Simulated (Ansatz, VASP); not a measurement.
# WSe2: VASP beside Ansatz

INCAR

```
  PREC = Accurate
  ENCUT = 520
  EDIFF = 1E-6
  ISMEAR = 0
  SIGMA = 0.02
  LREAL = False
  LASPH = True
  NELM = 60
  ALGO = Normal
  ISIF = 2
  LWAVE = False
  LCHARG = False
  LDIPOL = True
  IDIPOL = 3
  DIPOL = 0.5 0.5 0.500
  GGA = PE
  IVDW = 12
  NBANDS = 20
```

File KPOINTS:

```
Automatic mesh
0
Gamma
  9 9 1
```

File POSCAR:

```
WSe2
1.0
    3.3290000000      0.0000000000      0.0000000000
   -1.6645000000      2.8829985692      0.0000000000
    0.0000000000      0.0000000000     32.7373831004
Se W
2 1
Direct
    0.3333333333      0.6666666667      0.4503167374
    0.3333333333      0.6666666667      0.5496832626
    0.6666666667      0.3333333333      0.5000000000
```

Input for Ansatz:

```yaml
crystal:
  lattice:
    - [3.329, 0.0, 0.0]
    - [-1.6645, 2.8829985692, 0.0]
    - [0.0, 0.0, 32.7373831004]
  atoms:
    - { symbol: Se, position: [0.3333333333, 0.6666666667, 0.4503167374] }
    - { symbol: W, position: [0.6666666667, 0.3333333333, 0.5] }
    - { symbol: Se, position: [0.3333333333, 0.6666666667, 0.5496832626] }
  periodic: [true, true, false]
basis:
  ecutwfc: 420
kpoints:
  mp_grid: { grid: [9, 9, 1] }
hamiltonian:
  xc: pbe
  pseudopotentials: { kind: paw, azcp: { folder: soft_1 } }
  dispersion: d3bj
scf:
  occupations: { method: gaussian, width: 0.02 }
output:
  forces: true
  stress: true
  eigenvalues: true
```

Alike in both runs: task single point; functional PBE; dispersion D3(BJ); k mesh 9 × 9 × 1; occupations gaussian, width 0.02 eV; no spin polarisation.

```csv
,VASP,Ansatz
version,VASP 6.6.1,Ansatz 0.2.0
potentials or method,"VASP PAW PBE potentials, release 64 (Se, W_sv), cutoff 520 eV","scalar-relativistic, plane waves, PAW"
valence electrons in the cell,26,46
```

|  | VASP | Ansatz | Ansatz less VASP |
| --- | --- | --- | --- |
| gap on the k mesh at the Fermi level (eV) | 1.42 | 1.42 | +0.004 |
| least direct gap on the mesh (eV) | 1.42 | 1.42 | +0.004 |
| rms of the force components (eV/Å) | 0.386 | 0.361 | -0.0246 |

VASP's potentials hold 26 valence electrons a cell and Ansatz's 46, so a difference there can come from the potentials and not from the codes.

Spin-orbit coupling is off throughout.
